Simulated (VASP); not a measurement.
Write the native input for VASP 6.6.1 that does the following.

```
Task                   : single point
Functional             : PBE
Potentials or basis    : VASP PAW PBE potentials, release 64 (I)
Cutoff                 : 520 eV
k mesh                 : 12 × 12 × 12
Occupations            : fermi-dirac, width 0.1 eV
Spin                   : no spin polarisation
Dipole correction      : no
Further INCAR settings : ALGO = Normal; EDIFF = 1e-06; NBANDS = 14
```

The structure of I lies in POSCAR:

```
I
1.0
   -2.5494348670      2.5494348670      1.3407417896
    2.5494348670     -2.5494348670      1.3407417896
    2.5494348670      2.5494348670     -1.3407417896
I
2
Direct
   -0.3750000000     -0.1250000000     -0.2500000000
    0.3750000000      0.1250000000      0.2500000000
```

These files were run (other wordings do the same):

INCAR

```
SYSTEM = I
PREC = Accurate
ENCUT = 520
EDIFF = 1E-6
ISMEAR = -1
SIGMA = 0.1
LREAL = .FALSE.
LASPH = .TRUE.
NELM = 60
ALGO = Normal
ISIF = 2
LWAVE = .FALSE.
LCHARG = .FALSE.
GGA = PE
NBANDS = 14
```

KPOINTS

```
Automatic mesh
0
G
  12 12 12
  0 0 0
```

Potentials or basis: VASP PAW PBE potentials, release 64 (I).

Run with:

```bash
$ cat potpaw_PBE.64/I/POTCAR > POTCAR
$ mpirun -np 1 vasp_std > vasp.out
```

It gave:

```yaml
Pressure: 125.4 GPa
Band_gap_on_the_k_mesh: zero (bands 7 and 8 overlap by 7.34 eV)
```

Caveat: the cell stands under pressure; spin-orbit coupling is left out, which moves the levels of the heavy elements.

Wall time 2.4 min on 1 thread of Intel(R) Xeon(R) Platinum 8259CL CPU @ 2.50GHz (Skylake/Cascade Lake), on a shared host, peak memory 0.21 GiB.
